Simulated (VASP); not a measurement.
SnTe (wurtzite type): single point with PBE

SnTe (wurtzite type):

```
Sn Te
1.0
     5.43425    0.00000    0.00000
    -2.71712    4.70620    0.00000
     0.00000    0.00000    6.52621
Sn Te
2 2
Cartesian
  0.0000 3.1375 -0.3019
  2.7171 1.5687 2.9612
  0.0000 3.1375 2.7557
  2.7171 1.5687 6.0189
```

| Item | Value |
| --- | --- |
| Program | VASP 6.6.1 |
| Task | single point |
| Functional | PBE |
| Potentials or basis | VASP PAW PBE potentials, release 64 (Sn_d, Te) |
| Cutoff | 520 eV |
| k mesh | 8 × 8 × 5 |
| Occupations | fermi-dirac, width 0.05 eV |
| Spin | no spin polarisation |
| Dipole correction | no |
| Further INCAR settings | ALGO = Normal; EDIFF = 1e-06; NBANDS = 28 |

```yaml
Pressure: 0.0 GPa
Largest_force: 0.005 eV/Å
Band_gap_on_the_k_mesh: 0.86 eV (least direct gap 1.29 eV)
```

Forces on the atoms (eV/Å):
```
Sn   0.000  0.000 -0.005
Sn   0.000  0.000 -0.005
Te   0.000  0.000  0.005
Te   0.000  0.000  0.005
```

Levels at points of the mesh, in eV from the valence-band top:
```
           k point  band 18  band 19  band 20  band 21  band 22  band 23
(0.00, 0.00, 0.00)    -1.70    -1.70    -1.70     0.89     0.89     2.50
(0.50, 0.00, 0.00)    -2.08    -1.94    -0.38     2.00     2.81     3.32
```

It took 50 s on 1 thread of Intel(R) Xeon(R) 6975P-C (Granite Rapids), on a shared host, peak memory 0.33 GiB.

Caveat: spin-orbit coupling is left out, which moves the levels of the heavy elements; an odd mesh through Γ misses points on the zone boundary, where band edges can lie.
